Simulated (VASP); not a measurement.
# MgF2 (P4_2/mnm) in VASP: relaxation of the atoms with PBE

Aim: the relaxation of the atoms of MgF2 with PBE.

All numbers are computed with VASP 6.6.1; they aren't measurements. Logs are shortened: lines on timing, memory, paths and dates and some standing lists are left out, and cuts for length are marked.

## (1) The cell of the first run

It takes space group P4_2/mnm (No. 136, tetragonal). The conventional cell has a = 4.560 Å, b = 4.560 Å, c = 2.976 Å, α = 90.00°, β = 90.00°, γ = 90.00°. Mg (site symmetry mmm) has 6 F at 1.95 to 1.96 Å within 2.6 Å. Within 2.6 Å of F (site symmetry m2m) lie 3 Mg at 1.95 to 1.96 Å and 1 F at 2.54 Å.

## (2) Relaxation of the atoms, PBE, non-collinear spin, zero start, spin-orbit coupling

The input, INCAR:

```
PREC = Accurate
ENCUT = 520
EDIFF = 1E-7
ISMEAR = 0
SIGMA = 0.0242
LREAL = F
LASPH = T
NELM = 200
ALGO = Normal
ISIF = 2
LWAVE = F
LCHARG = F
LNONCOLLINEAR = T
MAGMOM = 0 0 0 0 0 0 0 0 0 0 0 0 0 0 0 0 0 0
LORBIT = 11
LSORBIT = T
GGA_COMPAT = F
LORBMOM = T
GGA = PE
IBRION = 2
NSW = 60
EDIFFG = -0.03
NELMIN = 4
KPAR = 4
```

The input, KPOINTS:

```
regular mesh
0
Gamma
  4 4 6
```

The input, POSCAR:

```
MgF2
1.0
    4.5596216600      0.0000000000      0.0000000000
    0.0000000000      4.5596216600      0.0000000000
    0.0000000000      0.0000000000      2.9756481900
Mg F
2 4
Direct
    0.0000000000      0.0000000000      0.0000000000
    0.5000000000      0.5000000000      0.5000000000
    0.3028000000      0.3028000000      0.0000000000
    0.1972000000      0.8028000000      0.5000000000
    0.6972000000      0.6972000000      0.0000000000
    0.8028000000      0.1972000000      0.5000000000
```

Potentials or basis: VASP PAW PBE potentials, release 64 (Mg, F).

Run with:

```console
$ cat potpaw_PBE.64/Mg/POTCAR potpaw_PBE.64/F/POTCAR > POTCAR
$ mpirun -np 4 vasp_ncl > vasp.out
```

OUTCAR:

```text
PREC = Accurate
   ENCUT = 520
   EDIFF = 1E-7
   ISMEAR = 0
   LREAL = F
   LASPH = T
   NELM = 200
   ISIF = 2
   LNONCOLLINEAR = T
   LORBIT = 11
   LSORBIT = T
   GGA = PE
   IBRION = 2
   NSW = 60
   EDIFFG = -0.03
   NELMIN = 4

 ion  position               nearest neighbor table
   1  0.000  0.000  0.000-   3 1.95   5 1.95   4 1.96   6 1.96   4 1.96   6 1.96   2 3.55   2 3.55
                             2 3.55   2 3.55   2 3.55   2 3.55   2 3.55   2 3.55
   2  0.500  0.500  0.500-   4 1.95   6 1.95   5 1.96   3 1.96   3 1.96   5 1.96   1 3.55   1 3.55
                             1 3.55   1 3.55   1 3.55   1 3.55   1 3.55   1 3.55
   3  0.303  0.303  0.000-   1 1.95   2 1.96   2 1.96
   4  0.197  0.803  0.500-   2 1.95   1 1.96   1 1.96
   5  0.697  0.697  0.000-   1 1.95   2 1.96   2 1.96
   6  0.803  0.197  0.500-   2 1.95   1 1.96   1 1.96

  LATTYP: Found a simple tetragonal cell.
 ALAT       =     4.5596216600
 C/A-ratio  =     0.6526085741

  Lattice vectors:

 A1 = (   4.5596216600,   0.0000000000,   0.0000000000)
 A2 = (   0.0000000000,   4.5596216600,   0.0000000000)
 A3 = (   0.0000000000,   0.0000000000,   2.9756481900)

Analysis of symmetry for initial positions (statically):
=====================================================================
 Subroutine PRICEL returns:
 Original cell was already a primitive cell.

 Routine SETGRP: Setting up the symmetry group for a
 simple tetragonal supercell.

 Subroutine GETGRP returns: Found 16 space group operations
 (whereof  8 operations were pure point group operations)
 out of a pool of 16 trial point group operations.

The static configuration has the point symmetry D_2h.
 The point group associated with its full space group is D_4h.

Analysis of symmetry for dynamics (positions and initial velocities):
=====================================================================
 Subroutine PRICEL returns:
 Original cell was already a primitive cell.

 Routine SETGRP: Setting up the symmetry group for a
 simple tetragonal supercell.

 Subroutine GETGRP returns: Found 16 space group operations
 (whereof  8 operations were pure point group operations)
 out of a pool of 16 trial point group operations.

The dynamic configuration has the point symmetry D_2h.
 The point group associated with its full space group is D_4h.

Analysis of structural, dynamic, and magnetic symmetry:
=====================================================================
 Subroutine PRICEL returns:
 Original cell was already a primitive cell.

 Routine SETGRP: Setting up the symmetry group for a
 simple tetragonal supercell.

 Subroutine GETGRP returns: Found 16 space group operations
 (whereof  8 operations were pure point group operations)
 out of a pool of 16 trial point group operations.

The overall configuration has the point symmetry D_2h.
 The point group associated with its full space group is D_4h.

 Subroutine INISYM returns: Found 16 space group operations
 (whereof  8 operations are pure point group operations),
 and found     1 'primitive' translations

----------------------------------------------------------------------------------------

                                     Primitive cell

  volume of cell :      61.8642

  direct lattice vectors                    reciprocal lattice vectors
     4.559621660  0.000000000  0.000000000     0.219316442  0.000000000  0.000000000
     0.000000000  4.559621660  0.000000000     0.000000000  0.219316442  0.000000000
     0.000000000  0.000000000  2.975648190     0.000000000  0.000000000  0.336061233

  length of vectors
     4.559621660  4.559621660  2.975648190     0.219316442  0.219316442  0.336061233

  position of ions in fractional coordinates (direct lattice)
     0.000000000  0.000000000  0.000000000
     0.500000000  0.500000000  0.500000000
     0.302800000  0.302800000  0.000000000
     0.197200000  0.802800000  0.500000000
     0.697200000  0.697200000  0.000000000
     0.802800000  0.197200000  0.500000000

  ion indices of the primitive-cell ions
   primitive index   ion index
                 1           1
                 2           2
                 3           3
                 4           4
                 5           5
                 6           6

----------------------------------------------------------------------------------------

 KPOINTS: regular mesh

Automatic generation of k-mesh.
 Grid dimensions read from file:
 generate k-points for:    4    4    6

 Generating k-lattice:

  Cartesian coordinates                     Fractional coordinates (reciprocal lattice)
     0.054829111  0.000000000  0.000000000     0.250000000  0.000000000  0.000000000
[... 72 lines left out ...]
   EFERMI =   0.00;   METHOD = LEGACY
   ISMEAR =     0;   SIGMA  =   0.02  broadening in eV -4-tet -1-fermi 0-gaus
   EFERMI_NEDOS =   21; number of points for ismear=-14 and -15
   IALGO  =     38    algorithm
   IMIX   =      4    mixing-type and parameters
     AMIX     =   0.40;   BMIX     =  1.00
     AMIX_MAG =   1.60;   BMIX_MAG =  1.00
  volume/ion in A,a.u.               =      10.31        69.58
  Fermi-wavevector in a.u.,A,eV,Ry     =   1.314150  2.483384 23.497145  1.726991
  Thomas-Fermi vector in A             =   2.444423
   LORBIT       =     11    0 simple, 1 ext, 2 COOP (PROOUT), +10 PAW based schemes
   GGA     = PE    functional components
   LHFCALC =     F    Hartree Fock is set to
   AEXX    =    0.0000 exact exchange contribution
   IVDW    =     0    specifies the selected vdW correction
   LEPSILON=     F    determine dielectric tensor
   LRPA    =     F    only Hartree local field effects (RPA)
 conjugate gradient relaxation of ions
 Gauss-broadening in eV      SIGMA  =   0.02
  energy-cutoff  :      520.00
  volume of cell :       61.86
 maximum number of plane-waves:      3370
 NGX is ok and might be reduce to    36
   NGX = 17   NGY = 17   NGZ = 11

--------------------------------------- Ionic step        1  -------------------------------------------

 number of electron      32.0000000 magnetization       0.0000000      0.0000000      0.0000000

 number of electron      32.0000010 magnetization       0.0000000     -0.0000000      0.0000000

 number of electron      32.0000010 magnetization      -0.0000000     -0.0000000      0.0000000

 Free energy of the ion-electron system (eV)
  ---------------------------------------------------
  ext. energy  EPLUGINS =         0.00000000
  ---------------------------------------------------
  free energy    TOTEN  =       -31.35029699 eV

  energy without entropy =      -31.35029699  energy(sigma->0) =      -31.35029699

------------------------ aborting loop because EDIFF is reached ----------------------------------------

  FORCE on cell =-STRESS in cart. coord.  units (eV):
  Direction    XX          YY          ZZ          XY          YZ          ZX
  --------------------------------------------------------------------------------------
  -------------------------------------------------------------------------------------
  Total        3.7229914      3.7229914      4.8072394     -0.0000000      0.0000000      0.0000000
  in kB       96.4191765     96.4191765    124.4993649     -0.0000000      0.0000000      0.0000000
  external PRESSURE =     105.7792393 kB  Pullay stress =       0.0000000 kB
[... 79 lines left out ...]
 number of electron      31.9999977 magnetization       0.0000000      0.0000000      0.0000000

 number of electron      31.9999977 magnetization      -0.0000000      0.0000000      0.0000000

 Free energy of the ion-electron system (eV)
  ---------------------------------------------------
  ext. energy  EPLUGINS =         0.00000000
  ---------------------------------------------------
  free energy    TOTEN  =       -31.35263521 eV

  energy without entropy =      -31.35263521  energy(sigma->0) =      -31.35263521

 E-fermi :  -0.6980     XC(G=0):  -9.9918

 val. band max:       -0.8679913662   @ k =   0.0000   0.0000   0.0000
 cond. band min:       6.6183305208   @ k =   0.0000   0.0000   0.0000
 fundamental gap:      7.4863218869
 Fermi energy:        -0.6979711573

 k-point     1 :       0.0000    0.0000    0.0000
  band No.  band energies     occupation
      1     -21.8296      1.00000
      2     -21.8296      1.00000
      3     -20.9402      1.00000
      4     -20.9402      1.00000
      5     -20.9396      1.00000
      6     -20.9396      1.00000
[... 1054 lines left out ...]
  FREE ENERGIE OF THE ION-ELECTRON SYSTEM (eV)
  ---------------------------------------------------
  free  energy   TOTEN  =       -31.3526352070 eV

  energy  without entropy=      -31.3526352070  energy(sigma->0) =      -31.35263521

 reached required accuracy - stopping structural energy minimisation

 orbital moment (x)

 # of ion     p       d       tot
 ----------------------------------------
  1         0.000   0.000   0.000
  2         0.000   0.000   0.000
  3         0.000   0.000   0.000
  4         0.000   0.000   0.000
  5         0.000   0.000   0.000
  6         0.000   0.000   0.000
 ----------------------------------------
            0.000   0.000   0.000

 orbital moment (y)

 # of ion     p       d       tot
 ----------------------------------------
  1         0.000   0.000   0.000
  2         0.000   0.000   0.000
  3         0.000   0.000   0.000
  4         0.000   0.000   0.000
  5         0.000   0.000   0.000
  6         0.000   0.000   0.000
 ----------------------------------------
            0.000   0.000   0.000

 orbital moment (z)

 # of ion     p       d       tot
 ----------------------------------------
  1         0.000  -0.000   0.000
  2         0.000   0.000   0.000
  3         0.000   0.000   0.000
  4        -0.000   0.000  -0.000
  5        -0.000   0.000  -0.000
  6         0.000   0.000   0.000
 ----------------------------------------
           -0.000  -0.000  -0.000

 Spin-Orbit-Coupling matrix elements

 Ion:    1  E_soc:     -0.0000387
 l=   1
     0.0000000    -0.0000065    -0.0000063
    -0.0000065     0.0000000    -0.0000065
    -0.0000063    -0.0000065     0.0000000
 l=   2
     0.0000000    -0.0000000     0.0000000    -0.0000000    -0.0000000
    -0.0000000     0.0000000    -0.0000000    -0.0000000    -0.0000000
     0.0000000    -0.0000000     0.0000000    -0.0000000     0.0000000
    -0.0000000    -0.0000000    -0.0000000     0.0000000    -0.0000000
    -0.0000000    -0.0000000     0.0000000    -0.0000000     0.0000000
 l=   3
     0.0000000     0.0000000     0.0000000     0.0000000     0.0000000     0.0000000     0.0000000
     0.0000000     0.0000000     0.0000000     0.0000000     0.0000000     0.0000000     0.0000000
     0.0000000     0.0000000     0.0000000     0.0000000     0.0000000     0.0000000     0.0000000
     0.0000000     0.0000000     0.0000000     0.0000000     0.0000000     0.0000000     0.0000000
[... 89 lines left out ...]
 l=   2
     0.0000000     0.0000000     0.0000000     0.0000000     0.0000000
     0.0000000     0.0000000     0.0000000     0.0000000     0.0000000
     0.0000000     0.0000000     0.0000000     0.0000000     0.0000000
     0.0000000     0.0000000     0.0000000     0.0000000     0.0000000
     0.0000000     0.0000000     0.0000000     0.0000000     0.0000000
 l=   3
     0.0000000     0.0000000     0.0000000     0.0000000     0.0000000     0.0000000     0.0000000
     0.0000000     0.0000000     0.0000000     0.0000000     0.0000000     0.0000000     0.0000000
     0.0000000     0.0000000     0.0000000     0.0000000     0.0000000     0.0000000     0.0000000
     0.0000000     0.0000000     0.0000000     0.0000000     0.0000000     0.0000000     0.0000000
     0.0000000     0.0000000     0.0000000     0.0000000     0.0000000     0.0000000     0.0000000
     0.0000000     0.0000000     0.0000000     0.0000000     0.0000000     0.0000000     0.0000000
     0.0000000     0.0000000     0.0000000     0.0000000     0.0000000     0.0000000     0.0000000

 total charge

# of ion       s       p       d       tot
------------------------------------------
    1        0.134   0.176   0.089   0.399
    2        0.134   0.176   0.089   0.399
    3        1.732   4.448   0.000   6.180
    4        1.732   4.448   0.000   6.180
    5        1.732   4.448   0.000   6.180
    6        1.732   4.448   0.000   6.180
--------------------------------------------------
tot          7.197  18.145   0.178  25.520

 magnetization (x)

# of ion       s       p       d       tot
------------------------------------------
    1        0.000   0.000   0.000   0.000
    2        0.000   0.000   0.000   0.000
    3        0.000   0.000   0.000   0.000
    4        0.000   0.000   0.000   0.000
    5        0.000   0.000   0.000   0.000
    6        0.000   0.000   0.000   0.000
--------------------------------------------------
tot          0.000   0.000   0.000   0.000

 magnetization (y)

# of ion       s       p       d       tot
------------------------------------------
    1        0.000   0.000   0.000   0.000
    2        0.000   0.000   0.000   0.000
    3        0.000   0.000   0.000   0.000
    4        0.000   0.000   0.000   0.000
    5        0.000   0.000   0.000   0.000
    6        0.000   0.000   0.000   0.000
--------------------------------------------------
tot          0.000   0.000   0.000   0.000

 magnetization (z)

# of ion       s       p       d       tot
------------------------------------------
    1       -0.000   0.000   0.000  -0.000
    2       -0.000   0.000   0.000  -0.000
    3        0.000   0.000   0.000   0.000
    4        0.000   0.000   0.000   0.000
    5        0.000   0.000   0.000   0.000
    6        0.000   0.000   0.000   0.000
--------------------------------------------------
tot         -0.000   0.000   0.000  -0.000
```

Run time: 81 s. Hardware: 4 MPI ranks of Intel Xeon Platinum 8259CL at 2.50GHz (Skylake/Cascade Lake), shared host; peak memory 0.35 GiB.

Results:

```
Free energy                                           : -31.3526 eV
Energy gained by relaxing                             : 0.4 meV/atom
Ionic steps                                           : 3
Pressure after relaxing                               : 10.4 GPa
Net moment                                            : 0.00 μB per cell
Valence electrons inside the program's atomic spheres : Mg 0.40; F 6.18
```

Step by step:
| step | energy change (eV) | largest force (eV/Å) | pressure (GPa) |
| --- | --- | --- | --- |
| 1 | 0.0000 | 0.1298 | 10.58 |
| 2 | -0.0021 | 0.0398 | 10.46 |
| 3 | -0.0023 | 0.0001 | 10.41 |

Final structure:
```
CELL_PARAMETERS angstrom
4.55962 0.00000 0.00000
0.00000 4.55962 0.00000
0.00000 0.00000 2.97565
ATOMIC_POSITIONS crystal
Mg 0.00000 0.00000 0.00000
Mg 0.50000 0.50000 0.50000
F 0.30140 0.30140 0.00000
F 0.19860 0.80140 0.50000
F 0.69860 0.69860 0.00000
F 0.80140 0.19860 0.50000
```

Moments on the atoms (μB; x, y, z):
```
Mg  0.00 0.00 0.00
Mg  0.00 0.00 0.00
F   0.00 0.00 0.00
F   0.00 0.00 0.00
F   0.00 0.00 0.00
F   0.00 0.00 0.00
```
